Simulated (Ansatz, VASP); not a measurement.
Two plane-wave programs on BAs

```
B As
1.0
     3.37785    0.00000    0.00000
     1.68892    2.92530    0.00000
     1.68892    0.97510    2.75800
B As
1 1
Direct
  0.00000 0.00000 0.00000
  0.25000 0.25000 0.25000
```

Alike in both runs: task single point; functional PBE; k mesh 4 × 4 × 4; occupations gaussian, width 0.01 eV; no spin polarisation.

```csv
,VASP,Ansatz
version,VASP 6.6.1,Ansatz 0.2.0
potentials or method,"VASP PAW PBE potentials, release 64 (B, As), cutoff 500 eV","plane waves, PAW"
valence electrons in the cell,8,18
```

```tsv
	VASP	Ansatz	Ansatz less VASP
gap on the k mesh at the Fermi level (eV)	1.41	1.42	+0.012
```

VASP's potentials hold 8 valence electrons a cell and Ansatz's 18, so a difference there can come from the potentials and not from the codes.

The k mesh is coarse, so the values compare programs but aren't converged.
